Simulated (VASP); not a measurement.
Input of a VASP 6.6.1 run:

File INCAR:

```
SYSTEM = ZnSe
PREC = Accurate
ENCUT = 520
EDIFF = 1E-7
ISMEAR = 0
SIGMA = 0.5
LREAL = .False.
LASPH = .True.
NELM = 80
ALGO = Normal
ISIF = 2
LWAVE = .False.
LCHARG = .False.
GGA = PS
NBANDS = 16
```

The input KPOINTS:

```
regular mesh
0
Gamma
  6 6 6
  0 0 0
```

Contents of POSCAR:

```
ZnSe
1.0
    3.3251530431      0.0000000000      0.0000000000
    0.0000000000      3.3251530431      0.0000000000
    0.0000000000      0.0000000000      3.3251530431
Zn Se
1 1
Direct
    0.0000000000      0.0000000000      0.0000000000
    0.5000000000      0.5000000000      0.5000000000
```

Potentials or basis: VASP PAW PBE potentials, release 64 (Zn, Se).

Command:

```console
$ cat potpaw_PBE.64/Zn/POTCAR potpaw_PBE.64/Se/POTCAR > POTCAR
$ mpirun -np 1 vasp_std > vasp.out
```

Task: Estimate the band gap on the k mesh.

Result: Zero (band 9 reaches 4.31 eV, above the bottom of band 10 at 2.75 eV).

Task: What does it give for the pressure?

Result: -2.4 GPa.

Caveat: the PAW data sets were made with another functional, which shifts forces and pressure a little.
